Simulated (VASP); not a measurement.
# MnB3Ir (Pm-3m) in VASP: further runs, part 2 of 2

VASP 6.6.1.

### 4 Relaxation of cell and atoms, PBE, collinear spin, ferromagnetic start

INCAR reads:

```
PREC = Accurate
ENCUT = 600
EDIFF = 1E-6
ISMEAR = 0
SIGMA = 0.1
LREAL = F
LASPH = T
NELM = 150
ALGO = Normal
ISIF = 3
LWAVE = F
LCHARG = F
ISPIN = 2
MAGMOM = 4 0 0 0 0
LORBIT = 11
LMAXMIX = 4
GGA = PE
IBRION = 2
NSW = 90
EDIFFG = -0.04
```

KPOINTS reads:

```
regular mesh
0
Gamma
  4 4 4
```

POSCAR reads:

```
MnB3Ir
1.0
    3.7697624700      0.0000000000      0.0000000000
    0.0000000000      3.7697624700      0.0000000000
    0.0000000000      0.0000000000      3.7697624700
Mn B Ir
1 3 1
Direct
    0.0000000000      0.0000000000      0.0000000000
    0.0000000000      0.5000000000      0.5000000000
    0.5000000000      0.5000000000      0.0000000000
    0.5000000000      0.0000000000      0.5000000000
    0.5000000000      0.5000000000      0.5000000000
```

Potentials or basis: VASP PAW PBE potentials, release 64 (Mn_pv, B, Ir).

The run is started by

```bash
> cat potpaw_PBE.64/Mn_pv/POTCAR potpaw_PBE.64/B/POTCAR potpaw_PBE.64/Ir/POTCAR > POTCAR
> mpirun -np 1 vasp_std > vasp.out
```

OUTCAR:

```text
PREC = Accurate
   ENCUT = 600
   EDIFF = 1E-6
   ISMEAR = 0
   LREAL = F
   LASPH = T
   NELM = 150
   ISIF = 3
   ISPIN = 2
   LORBIT = 11
   GGA = PE
   IBRION = 2
   NSW = 90
   EDIFFG = -0.04

 ion  position               nearest neighbor table
   1  0.000  0.000  0.000-   2 2.67   3 2.67   4 2.67   2 2.67   4 2.67   2 2.67   3 2.67   2 2.67
                             3 2.67   4 2.67   4 2.67   3 2.67   5 3.26   5 3.26   5 3.26   5 3.26
   2  0.000  0.500  0.500-   5 1.88   5 1.88   1 2.67   1 2.67   1 2.67   1 2.67
   3  0.500  0.500  0.000-   5 1.88   5 1.88   1 2.67   1 2.67   1 2.67   1 2.67
   4  0.500  0.000  0.500-   5 1.88   5 1.88   1 2.67   1 2.67   1 2.67   1 2.67
   5  0.500  0.500  0.500-   2 1.88   3 1.88   4 1.88   3 1.88   4 1.88   2 1.88   1 3.26   1 3.26
                             1 3.26   1 3.26   1 3.26   1 3.26   1 3.26   1 3.26

  LATTYP: Found a simple cubic cell.
 ALAT       =     3.7697624700

  Lattice vectors:

 A1 = (   3.7697624700,   0.0000000000,   0.0000000000)
 A2 = (   0.0000000000,   3.7697624700,   0.0000000000)
 A3 = (   0.0000000000,   0.0000000000,   3.7697624700)

Analysis of symmetry for initial positions (statically):
=====================================================================
 Subroutine PRICEL returns:
 Original cell was already a primitive cell.

 Routine SETGRP: Setting up the symmetry group for a
 simple cubic supercell.

 Subroutine GETGRP returns: Found 48 space group operations
[... 9 lines left out ...]

[... 210 lines left out ...]

 spin component 1

 k-point     1 :       0.0000    0.0000    0.0000
  band No.  band energies     occupation
      1     -43.5783      1.00000
      2     -43.5782      1.00000
      3     -43.5782      1.00000
      4      -6.3660      1.00000
      5      -3.4801      1.00000
      6      -3.4801      1.00000
[... 629 lines left out ...]
--------------------------------------- Ionic step        6  -------------------------------------------

 number of electron      31.0000015 magnetization      -4.1573701

 Free energy of the ion-electron system (eV)
  ---------------------------------------------------
  ext. energy  EPLUGINS =         0.00000000
  ---------------------------------------------------
  free energy    TOTEN  =       -32.73080811 eV

  energy without entropy =      -32.71922821  energy(sigma->0) =      -32.72501816

 E-fermi :   6.0767     XC(G=0): -10.9781

 val. band max:        6.0451176772   @ k =   0.2500   0.0000   0.0000
 cond. band min:       6.1336539884   @ k =   0.5000   0.2500   0.2500
 fundamental gap:      0.0885363112
 Fermi energy:         6.0766737197

 spin component 1

 k-point     1 :       0.0000    0.0000    0.0000
  band No.  band energies     occupation
      1     -40.1765      1.00000
      2     -40.1765      1.00000
      3     -40.1765      1.00000
      4      -5.7463      1.00000
      5      -2.4270      1.00000
      6      -2.4270      1.00000
[... 504 lines left out ...]
  FREE ENERGIE OF THE ION-ELECTRON SYSTEM (eV)
  ---------------------------------------------------
  free  energy   TOTEN  =       -32.7308081108 eV

  energy  without entropy=      -32.7192282137  energy(sigma->0) =      -32.72501816

 reached required accuracy - stopping structural energy minimisation

 total charge

# of ion       s       p       d       tot
------------------------------------------
    1        0.232   6.060   5.014  11.306
    2        0.758   0.892   0.000   1.650
    3        0.758   0.892   0.000   1.650
    4        0.758   0.892   0.000   1.650
    5        0.848   1.231   7.214   9.292
--------------------------------------------------
tot          3.354   9.967  12.228  25.548

 magnetization (x)

# of ion       s       p       d       tot
------------------------------------------
    1       -0.091  -0.008  -3.864  -3.963
    2       -0.009   0.020   0.000   0.011
    3       -0.009   0.020   0.000   0.011
    4       -0.009   0.020   0.000   0.011
    5       -0.015  -0.060  -0.054  -0.129
--------------------------------------------------
tot         -0.134  -0.007  -3.918  -4.059
```

OSZICAR:

```text
N       E                     dE             d eps       ncg     rms          rms(c)
DAV:   1     0.298830417976E+03    0.29883E+03   -0.17183E+04   848   0.170E+03
DAV:   2    -0.139294966209E+02   -0.31276E+03   -0.29181E+03   870   0.449E+02
[... 163 lines left out ...]
DAV:   2    -0.327413123997E+02   -0.64392E-03   -0.13483E-01  1052   0.385E+00    0.134E+00
DAV:   3    -0.327309392072E+02    0.10373E-01   -0.40628E-02  1045   0.223E+00    0.206E-01
DAV:   4    -0.327308708558E+02    0.68351E-04   -0.22149E-03  1095   0.395E-01    0.833E-02
DAV:   5    -0.327308140538E+02    0.56802E-04   -0.26738E-04   991   0.103E-01    0.440E-02
DAV:   6    -0.327308089133E+02    0.51405E-05   -0.25989E-05  1264   0.455E-02    0.164E-02
DAV:   7    -0.327308081108E+02    0.80249E-06   -0.91101E-06  1039   0.266E-02
   6 F= -.32730808E+02 E0= -.32725018E+02  d E =-.193296E+01  mag=    -4.1573
```

It took 3.2 min on 1 thread of Intel Xeon 6975P-C (Granite Rapids), shared host; peak memory 0.2 GiB.

What came out:

| Property | Result |
| --- | --- |
| Free energy | -32.7308 eV |
| Relaxed volume | 13.53 Å³/atom |
| Relaxed cell | a = 4.074 Å, b = 4.074 Å, c = 4.074 Å, α = 90.00°, β = 90.00°, γ = 90.00° |
| Space group after relaxing (to 0.05 Å) | Pm-3m (No. 221) |
| Energy gained by relaxing | 386.6 meV/atom |
| Ionic steps | 6 |
| Pressure after relaxing | 0.0 GPa |
| Net moment | -4.16 μB per cell |
| Site moments | Mn -3.96; B +0.01; Ir -0.13 μB |
| Valence electrons inside the program's atomic spheres | Mn 11.31; B 1.65; Ir 9.29 |

Step by step:
| step | energy change (eV) | largest force (eV/Å) | pressure (GPa) | volume (Å³) |
| --- | --- | --- | --- | --- |
| 1 | 0.0000 | 0.0000 | 52.89 | 53.57 |
| 2 | 2.1662 | 0.0000 | -23.57 | 85.94 |
| 3 | -1.6340 | 0.0000 | 14.32 | 62.28 |
| 4 | -1.8786 | 0.0000 | -4.08 | 68.98 |
| 5 | -1.9322 | 0.0000 | 0.77 | 67.33 |
| 6 | -1.9330 | 0.0000 | 0.02 | 67.63 |

Final structure:
```
Mn B Ir
1.0
     4.07415    0.00000    0.00000
     0.00000    4.07415    0.00000
     0.00000    0.00000    4.07415
Mn B Ir
1 3 1
Direct
  0.00000 0.00000 0.00000
  0.00000 0.50000 0.50000
  0.50000 0.50000 0.00000
  0.50000 0.00000 0.50000
  0.50000 0.50000 0.50000
```

Levels at points of the mesh, in eV from the Fermi level:
Spin up:
```tsv
k point	band 10	band 11	band 12	band 13	band 14	band 15	band 16	band 17
(0.00, 0.00, 0.00)	-3.39	-3.39	-3.39	-0.23	-0.23	1.19	1.19	1.19
(0.50, 0.00, 0.00)	-3.92	-2.69	-2.69	-1.75	-0.35	0.94	1.05	1.24
(0.50, 0.50, 0.00)	-5.22	-5.22	-0.68	-0.44	0.11	0.11	0.67	0.67
(0.50, 0.50, 0.50)	-6.64	-6.64	-6.64	0.70	0.70	0.70	0.87	0.87
```
Spin down:
| k point | band 15 | band 16 | band 17 | band 18 | band 19 | band 20 | band 21 |
| --- | --- | --- | --- | --- | --- | --- | --- |
| (0.00, 0.00, 0.00) | -2.70 | -2.70 | -2.70 | 0.86 | 1.37 | 1.37 | 1.37 |
| (0.50, 0.00, 0.00) | -2.59 | -1.07 | -1.07 | -0.34 | 1.10 | 2.44 | 2.44 |
| (0.50, 0.50, 0.00) | -2.60 | -2.58 | -0.77 | -0.39 | 0.18 | 0.18 | 3.46 |
| (0.50, 0.50, 0.50) | -2.22 | -2.22 | -2.22 | -0.42 | 0.60 | 0.60 | 0.60 |

Caveat: the k points lie up to 0.39 Å⁻¹ apart in the final cell; the volume moved by over 15 % at a fixed basis, so the end points are rough; spin-orbit coupling is left out, which moves the levels of the heavy elements; a cell with one magnetic atom can't hold antiferromagnetic order, which such compounds often take.

### 5 Overview

| task | cell | cutoff (eV) | gap on the mesh (eV) | pressure (GPa) | moment (μB) |
| --- | --- | --- | --- | --- | --- |
| single point | a = 3.770 Å, 5 atoms | 520 | none | 52.9 | 3.80 |
| single point | a = 4.072 Å, 5 atoms | 520 | none | 0.4 | 4.16 |
| relaxation of cell and atoms | relaxed from a = 3.770 Å, 5 atoms | 600 | none | 0.0 | 4.16 |

Alike in all rows: level PBE; potentials or basis VASP PAW PBE potentials, release 64 (Mn_pv, B, Ir); spin collinear, ferromagnetic start; k mesh 4 × 4 × 4; smearing gaussian 0.1 eV.

Caveats: all runs use coarse meshes; spin-orbit coupling is left out, which moves the levels of the heavy elements; a cell with one magnetic atom can't hold antiferromagnetic order, which such compounds often take; the volume moved by over 15 % at a fixed basis, so the end points are rough (some runs).

Total energies depend on the potentials used, so only differences within one code and one set of settings carry meaning.
